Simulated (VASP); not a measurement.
Set up this calculation in VASP 6.6.1, as the native input.

| Item | Value |
| --- | --- |
| Task | single point |
| Functional | PBE |
| Potentials or basis | VASP PAW PBE potentials, release 64 (Nb_sv, Os, Au) |
| Cutoff | 520 eV |
| k mesh | 4 × 4 × 4 |
| Occupations | gaussian, width 0.1 eV |
| Spin | no spin polarisation |
| Dipole correction | no |
| Further INCAR settings | ALGO = Normal; EDIFF = 1e-06; NBANDS = 32 |

The structure of NbOs3Au lies in POSCAR:

```
NbOs3Au
1.0
    4.7258145497      0.0000000000      0.0000000000
    0.0000000000      4.7258145497      0.0000000000
    0.0000000000      0.0000000000      4.7258145497
Nb Os Au
1 3 1
Direct
    0.0000000000      0.0000000000      0.0000000000
    0.0000000000      0.5000000000      0.5000000000
    0.5000000000      0.0000000000      0.5000000000
    0.5000000000      0.5000000000      0.0000000000
    0.5000000000      0.5000000000      0.5000000000
```

One way to write it, as run:

INCAR

```
PREC = Accurate
ENCUT = 520
EDIFF = 1E-6
ISMEAR = 0
SIGMA = 0.1
LREAL = False
LASPH = True
NELM = 80
ALGO = Normal
ISIF = 2
LWAVE = False
LCHARG = False
GGA = PE
NBANDS = 32
```

KPOINTS

```
regular mesh
0
Gamma
  4 4 4
```

Potentials or basis: VASP PAW PBE potentials, release 64 (Nb_sv, Os, Au).

The run is started by

```sh
$ cat potpaw_PBE.64/Nb_sv/POTCAR potpaw_PBE.64/Os/POTCAR potpaw_PBE.64/Au/POTCAR > POTCAR
$ mpirun -np 1 vasp_std > vasp.out
```

It gave:

* Pressure: -0.4 GPa
* Band gap on the k mesh: zero (bands 24 and 25 overlap by 1.11 eV)

Caveat: spin-orbit coupling is left out, which moves the levels of the heavy elements.

Wall time 24 s on 1 thread of Intel(R) Xeon(R) 6975P-C (Granite Rapids), on a shared host, peak memory 0.21 GiB.
